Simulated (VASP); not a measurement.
TePb3Se2: single point with PBE

TePb3Se2:

```
Te Pb Se
1.0
     4.47785    0.00000    0.00000
    -2.23893    3.87793    0.00000
     0.00000    0.00000   10.97135
Te Pb Se
1 3 2
Cartesian
  0.0000 0.0000 5.4857
  0.0000 2.5853 7.4695
  2.2389 1.2926 3.5018
  0.0000 0.0000 0.0000
  0.0000 2.5853 1.7584
  2.2389 1.2926 9.2129
```

```
Program             : VASP 6.6.1
Task                : single point
Functional          : PBE
Potentials or basis : VASP PAW PBE potentials, release 64 (Te, Pb_d, Se)
Cutoff              : 520 eV
k mesh              : 12 × 12 × 4
Occupations         : gaussian, width 0.02 eV
Spin                : no spin polarisation
```

The pressure is 0.0 GPa and the band gap on the k mesh is 0.57 eV, indirect (least direct gap 0.58 eV).

Levels at points of the mesh, in eV from the valence-band top:
```
           k point  band 27  band 28  band 29  band 30  band 31  band 32  band 33  band 34
(0.00, 0.00, 0.00)    -0.75    -0.75    -0.55    -0.49     1.40     1.63     2.19     2.19
(0.50, 0.00, 0.00)    -1.88    -1.44    -1.24    -1.23     2.00     2.04     2.62     2.82
(0.00, 0.00, 0.50)    -1.06    -0.72    -0.72     0.00     0.61     1.68     1.68     3.05
(0.50, 0.00, 0.50)    -2.30    -1.06    -1.00    -0.01     0.57     1.68     1.70     3.79
```

It took 7.3 min on 1 thread of AMD EPYC 7R13 Processor (Zen 3) (shared host), peak memory 0.59 GiB.

Caveat: spin-orbit coupling is left out, which moves the levels of the heavy elements. A k mesh can miss the band edges.
